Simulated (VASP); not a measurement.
Wanted: the native input for a VASP 6.6.1 run.

```yaml
Task: single point
Functional: PBE
Potentials_or_basis: VASP PAW PBE potentials, release 64 (Ba_sv, Te)
Cutoff: 520 eV
k_mesh: 4 × 4 × 4
Occupations: gaussian, width 0.01 eV
Spin: no spin polarisation
Dipole_correction: no
Further_INCAR_settings: ALGO = Normal; EDIFF = 1e-07; NBANDS = 15
```

The structure of BaTe lies in POSCAR:

```
BaTe
1.0
    0.0000000000      3.5323868488      3.5323868488
    3.5323868488      0.0000000000      3.5323868488
    3.5323868488      3.5323868488      0.0000000000
Ba Te
1 1
Direct
    0.0000000000      0.0000000000      0.0000000000
    0.5000000000      0.5000000000      0.5000000000
```

The input as run:

INCAR

```
PREC = Accurate ; ENCUT = 520
EDIFF = 1E-7 ; ISMEAR = 0
SIGMA = 0.01 ; LREAL = False
LASPH = True ; NELM = 60
ALGO = Normal ; ISIF = 2
LWAVE = False ; LCHARG = True
GGA = PE ; LELF = True
LVHAR = True ; NBANDS = 15
```

KPOINTS

```
Automatic mesh
0
Gamma
  4 4 4
```

Potentials or basis: VASP PAW PBE potentials, release 64 (Ba_sv, Te).

Launch:

```bash
$ cat potpaw_PBE.64/Ba_sv/POTCAR potpaw_PBE.64/Te/POTCAR > POTCAR
$ mpirun -np 1 vasp_std > vasp.out
```

It gave:

```yaml
Pressure: 0.4 GPa
Band_gap_on_the_k_mesh: 1.57 eV, indirect (least direct gap 1.96 eV)
```

Caveat: spin-orbit coupling is left out, which moves the levels of the heavy elements.

Wall time 14 s on 1 thread of AMD EPYC 7R13 Processor (Zen 3), with other jobs on the host, peak memory 0.2 GiB.
